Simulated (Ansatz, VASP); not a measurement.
**MoS2: VASP beside Ansatz**

The input POSCAR:

```
MoS2
1.0
    3.1845414560      0.0000000000      0.0000000000
   -1.5922707280      2.7578938003      0.0000000000
    0.0000000000      0.0000000000     21.6705347200
Mo S
2 4
Direct
    0.3333333333      0.6666666667      0.8511602300
    0.6666666667      0.3333333333      0.1488397700
    0.6666666667      0.3333333333      0.7796253900
    0.3333333333      0.6666666667      0.0772510000
    0.6666666667      0.3333333333      0.9227490000
    0.3333333333      0.6666666667      0.2203746100
```

Contents of INCAR.step1:

```
SYSTEM = MoS2
PREC = Accurate
ENCUT = 520
ISMEAR = -1
SIGMA = 0.05
LREAL = .False.
LASPH = .True.
NELM = 60
NBANDS = 35
GGA = PE
ALGO = Normal
EDIFF = 1E-4
LWAVE = .True.
LCHARG = .False.
```

INCAR.step2

```
SYSTEM = MoS2
PREC = Accurate
ENCUT = 520
EDIFF = 1E-7
ISMEAR = -1
SIGMA = 0.05
LREAL = .False.
LASPH = .True.
NELM = 60
ALGO = Normal
ISIF = 2
LWAVE = .False.
LCHARG = .False.
METAGGA = R2SCAN
LMIXTAU = .True.
NBANDS = 35
ISTART = 1
```

Contents of KPOINTS:

```
Automatic mesh
0
Gamma
  10 10 2
  0 0 0
```

Contents of input.yaml:

```yaml
crystal:
  lattice:
    - [3.184541456, 0.0, 0.0]
    - [-1.592270728, 2.7578938003, 0.0]
    - [0.0, 0.0, 21.67053472]
  atoms:
    - { symbol: Mo, position: [0.3333333333, 0.6666666667, 0.85116023] }
    - { symbol: Mo, position: [0.6666666667, 0.3333333333, 0.14883977] }
    - { symbol: S, position: [0.6666666667, 0.3333333333, 0.77962539] }
    - { symbol: S, position: [0.3333333333, 0.6666666667, 0.077251] }
    - { symbol: S, position: [0.6666666667, 0.3333333333, 0.922749] }
    - { symbol: S, position: [0.3333333333, 0.6666666667, 0.22037461] }
hamiltonian:
  xc: r2scan
  pseudopotentials: { kind: paw }
kpoints:
  mp_grid: { grid: [10, 10, 2] }
scf:
  occupations: { method: fermi_dirac, width: 0.05 }
  n_extra_bands: 15
output:
  forces: true
  stress: true
  eigenvalues: true
  dos: { projected: true, de: 0.05, nscf_kmesh: { grid: [15, 15, 3] } }
```

Alike in both runs: functional r2SCAN; k mesh 10 × 10 × 2; occupations fermi-dirac, width 0.05 eV; no spin polarisation.

|  | VASP | Ansatz |
| --- | --- | --- |
| version | VASP 6.6.1 | Ansatz 0.2.0 |
| potentials or method | VASP PAW PBE potentials, release 64 (Mo_sv, S) | Ansatz PAW |
| plane-wave cutoff (eV) | 520 | 500 |
| valence electrons in the cell | 52 | 52 |
| task | single point | projected density of states |

```tsv
	VASP	Ansatz	Ansatz less VASP
gap on the k mesh at the Fermi level (eV)	1.48	1.46	-0.017
least direct gap on the mesh (eV)	2.01	2.00	-0.008
rms of the force components (eV/Å)	0.015	0.014	-0.0014
```

VASP's potentials were made for PBE, not for r2SCAN. Atom by atom the forces differ by 0.001 eV/Å (rms over components).
